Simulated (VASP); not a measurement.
Here is a VASP 6.6.1 calculation.

The input INCAR:

```
ALGO = Normal
EDIFF = 1E-7
EDIFFG = -0.002
ENCUT = 600
GGA = PE
IBRION = 2
ISIF = 3
ISMEAR = 0
LASPH = True
LCHARG = False
LREAL = False
LWAVE = False
NELM = 60
NSW = 100
PREC = Accurate
SIGMA = 0.02
```

KPOINTS

```
k-points
0
Gamma
  10 10 10
```

The input POSCAR:

```
LiF
1.0
    0.0000000000      2.0140000000      2.0140000000
    2.0140000000      0.0000000000      2.0140000000
    2.0140000000      2.0140000000      0.0000000000
Li F
1 1
Direct
    0.0000000000      0.0000000000      0.0000000000
    0.5000000000      0.5000000000      0.5000000000
```

Potentials or basis: VASP PAW PBE potentials, release 64 (Li_sv, F).

Command:

```sh
$ cat potpaw_PBE.64/Li_sv/POTCAR potpaw_PBE.64/F/POTCAR > POTCAR
$ mpirun -np 1 vasp_std > vasp.out
```

(1) Predict the relaxed cell.

(2) What does it give for the band gap on the k mesh?

Results:

(1) a = 2.867 Å, b = 2.867 Å, c = 2.867 Å, α = 60.00°, β = 60.00°, γ = 60.00°.

(2) 8.92 eV, direct.
